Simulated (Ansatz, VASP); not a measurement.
# Two plane-wave programs on PbSe

```
Pb Se
1.0
     0.00000    2.91842    3.06229
     2.91842    0.00000    3.06229
     2.91842    2.91842    0.00000
Pb Se
1 1
Direct
  0.00000 0.00000 0.00000
  0.50000 0.50000 0.50000
```

Alike in both runs: task single point; functional PBE; dispersion D3(BJ); k mesh 10 × 10 × 10; occupations gaussian, width 0.03 eV; no spin polarisation.

|  | VASP | Ansatz |
| --- | --- | --- |
| version | VASP 6.6.1 | Ansatz 0.2.0 |
| potentials or method | VASP PAW PBE potentials, release 64 (Pb_d, Se), cutoff 520 eV | scalar-relativistic, plane waves, PAW |
| valence electrons in the cell | 20 | 30 |

VASP gave:

| Item | Value |
| --- | --- |
| gap on the k mesh at the Fermi level (eV) | 0.15 |
| least direct gap on the mesh (eV) | 0.15 |
| pressure (GPa) | 6.8 |
| traceless stress, the component that is largest in VASP (GPa) | -5.70 |

Problem. What did Ansatz give for the same quantities?

Solution. gap on the k mesh at the Fermi level (eV): 0.15; least direct gap on the mesh (eV): 0.15; pressure (GPa): 6.8; traceless stress, the component that is largest in VASP (GPa): -5.68.

VASP's potentials hold 20 valence electrons a cell and Ansatz's 30, so a difference there can come from the potentials and not from the codes.

Spin-orbit coupling is off throughout.
